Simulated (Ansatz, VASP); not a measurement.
Ni in VASP and in Ansatz

```
Ni
1.0
     0.00000    1.73757    1.73757
     1.73757    0.00000    1.73757
     1.73757    1.73757    0.00000
Ni
1
Cartesian
  0.0000 0.0000 0.0000
```

Alike in both runs: task relaxation of cell and atoms; functional PBEsol; dispersion D4; k mesh 13 × 13 × 13; occupations fermi-dirac, width 0.05 eV; collinear spin.

|  | VASP | Ansatz |
| --- | --- | --- |
| version | VASP 6.6.1 | Ansatz 0.2.0 |
| potentials or method | VASP PAW PBE potentials, release 64 (Ni), cutoff 600 eV | all-electron LAPW, scalar-relativistic |

VASP gave:

```
net moment per atom (μB)                                      : 0.62
size of the moment on the site where the two differ most (μB) : 0.63
relaxed volume (Å³/atom)                                      : 10.21
relaxed cell length with the largest relative difference (Å)  : 2.435
```

**Question.** Estimate Ansatz's values.

**Answer.** net moment per atom (μB): 0.63; size of the moment on the site where the two differ most (μB): 0.65; relaxed volume (Å³/atom): 10.21; relaxed cell length with the largest relative difference (Å): 2.435.

VASP's potentials were made for PBE, not for PBEsol. Site moments also hang on the region over which each program counts them. Ansatz ran all-electron here, and VASP with PAW potentials.
